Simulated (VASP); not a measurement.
Runs of VASP 6.6.1 on Si. The structure is that of space group P6_3/mmc (No. 194), or close to it. The cells are those of the table. This isn't the form of Si at room conditions, which is diamond.

| cell | gap on the mesh (eV) | pressure (GPa) | largest force (eV/Å) |
| --- | --- | --- | --- |
| a = 3.697, b = 3.697, c = 6.620 Å, angles 90.0, 90.0, 120.0°, 4 atoms | 0.48 | 4.8 | 0.78 |
| a = 3.543, b = 3.543, c = 6.620 Å, angles 90.0, 90.0, 120.0°, 4 atoms | 0.17 | 16.8 | 1.62 |
| a = 3.543, b = 3.543, c = 6.365 Å, angles 90.0, 90.0, 120.0°, 4 atoms | 0.14 | 21.9 | 1.44 |
| a = 3.697, b = 3.697, c = 5.856 Å, angles 90.0, 90.0, 120.0°, 4 atoms | none | (a) | 0.82 |
| a = 3.543, b = 3.543, c = 6.874 Å, angles 90.0, 90.0, 120.0°, 4 atoms | none | (b) | 1.60 |
| a = 3.851, b = 3.851, c = 5.856 Å, angles 90.0, 90.0, 120.0°, 4 atoms | none | 10.0 | 1.44 |
| a = 4.159, b = 4.159, c = 6.874 Å, angles 90.0, 90.0, 120.0°, 4 atoms | 0.40 | -12.2 | 0.07 |
| a = 3.697, b = 3.697, c = 6.110 Å, angles 90.0, 90.0, 120.0°, 4 atoms | 0.16 | 14.0 | 0.06 |
| a = 3.697, b = 3.697, c = 6.874 Å, angles 90.0, 90.0, 120.0°, 4 atoms | 0.30 | 1.9 | 0.80 |
| a = 3.697, b = 3.697, c = 6.365 Å, angles 90.0, 90.0, 120.0°, 4 atoms | 0.43 | 8.8 | 0.56 |
| a = 3.851, b = 3.851, c = 6.110 Å, angles 90.0, 90.0, 120.0°, 4 atoms | 0.17 | 4.2 | 0.53 |
| a = 3.543, b = 3.543, c = 6.110 Å, angles 90.0, 90.0, 120.0°, 4 atoms | none | 28.6 | 0.99 |

Alike in all rows: task single point; level PBE; potentials or basis VASP PAW PBE potentials, release 64 (Si); no spin polarisation; k mesh 12 × 12 × 6; cutoff (eV) 500; smearing gaussian 0.05 eV.

**Question.** Estimate the missing entries.

**Answer.** (a) 21.0; (b) 12.8.

Caveats: the cell stands under pressure (at least some runs); forces of over 1 eV/Å act on the atoms, so gaps and moduli don't describe the material at rest (at least some runs); semilocal functionals underestimate gaps, so a narrow gap can read as zero (at least some runs); the cell stands under tension (at least some runs).

A k mesh can miss the band edges.

A gap of «none» marks levels without a gap at the run's occupations.
